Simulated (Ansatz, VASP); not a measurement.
## Sn in VASP and in Ansatz

```
Sn
1.0
    -1.89465    1.89465    1.89465
     1.89465   -1.89465    1.89465
     1.89465    1.89465   -1.89465
Sn
1
Direct
  0.00000 0.00000 0.00000
```

Alike in both runs: task single point; functional PBE; k mesh 10 × 10 × 10; occupations fermi-dirac, width 0.05 eV; no spin polarisation.

|  | VASP | Ansatz |
| --- | --- | --- |
| version | VASP 6.6.1 | Ansatz 0.2.0 |
| potentials or method | VASP PAW PBE potentials, release 64 (Sn_d), cutoff 520 eV | all-electron LAPW, scalar-relativistic |

VASP gave:

- gap on the k mesh at the Fermi level (eV): none
- pressure (GPa): 0.7

**Question.** Which values does Ansatz return?

**Answer.** gap on the k mesh at the Fermi level (eV): none; pressure (GPa): 0.6.

A gap of «none» marks a metal or a gap that the smearing closes. Ansatz ran all-electron here, and VASP with PAW potentials.
